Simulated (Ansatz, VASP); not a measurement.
GdN: VASP beside Ansatz

The input INCAR:

```
SYSTEM = GdN
PREC = Accurate
ENCUT = 520
EDIFF = 1E-6
ISMEAR = 0
SIGMA = 0.05
LREAL = .FALSE.
LASPH = .TRUE.
NELM = 150
ALGO = Normal
ISIF = 2
LWAVE = .FALSE.
LCHARG = .TRUE.
ISPIN = 2
MAGMOM = 7.55 0
LORBIT = 11
LMAXMIX = 6
GGA = PE
LELF = .TRUE.
LVHAR = .TRUE.
NBANDS = 22
```

Contents of KPOINTS:

```
Automatic mesh
0
G
  12 12 12
  0 0 0
```

The input POSCAR:

```
GdN
1.0
    0.0000000000      2.5087910259      2.5087910259
    2.5087910259      0.0000000000      2.5087910259
    2.5087910259      2.5087910259      0.0000000000
Gd N
1 1
Direct
    0.0000000000      0.0000000000      0.0000000000
    0.5000000000      0.5000000000      0.5000000000
```

Input for Ansatz:

```yaml
crystal:
  lattice:
    - [0.0, 2.5087910259, 2.5087910259]
    - [2.5087910259, 0.0, 2.5087910259]
    - [2.5087910259, 2.5087910259, 0.0]
  atoms:
    - { symbol: Gd, position: [0.0, 0.0, 0.0], spin: 7.55 }
    - { symbol: "N", position: [0.5, 0.5, 0.5] }
basis:
  ecutwfc: 420
  ecutrho_ratio: 4
kpoints:
  mp_grid: { grid: [12, 12, 12] }
hamiltonian:
  xc: pbe
scf:
  occupations: { method: gaussian, width: 0.05 }
output:
  forces: true
  stress: true
  eigenvalues: true
  populations: true
magnetization:
  spin_polarized: true
```

Alike in both runs: task single point; functional PBE; k mesh 12 × 12 × 12; occupations gaussian, width 0.05 eV; collinear spin.

```csv
,VASP,Ansatz
version,VASP 6.6.1,Ansatz 0.2.0
potentials or method,"VASP PAW PBE potentials, release 64 (Gd, N), cutoff 520 eV","scalar-relativistic, plane waves, PAW"
valence electrons in the cell,23,23
```

|  | VASP | Ansatz | Ansatz less VASP |
| --- | --- | --- | --- |
| gap on the k mesh at the Fermi level (eV) | none | none | - |
| pressure (GPa) | -2.8 | -2.8 | -0.07 |
| net moment per atom (μB) | 3.50 | 3.50 | 0.000 |
| size of the moment on the site where the two differ most (μB) | 6.80 | 6.87 | +0.066 |

Site moments also hang on the region over which each program counts them. A gap of «none» marks a metal or a gap that the smearing closes. With one functional, cell and mesh, what is left measures potentials, basis and numerics. Ansatz's warnings: stability check not made.

Spin-orbit coupling is off throughout.
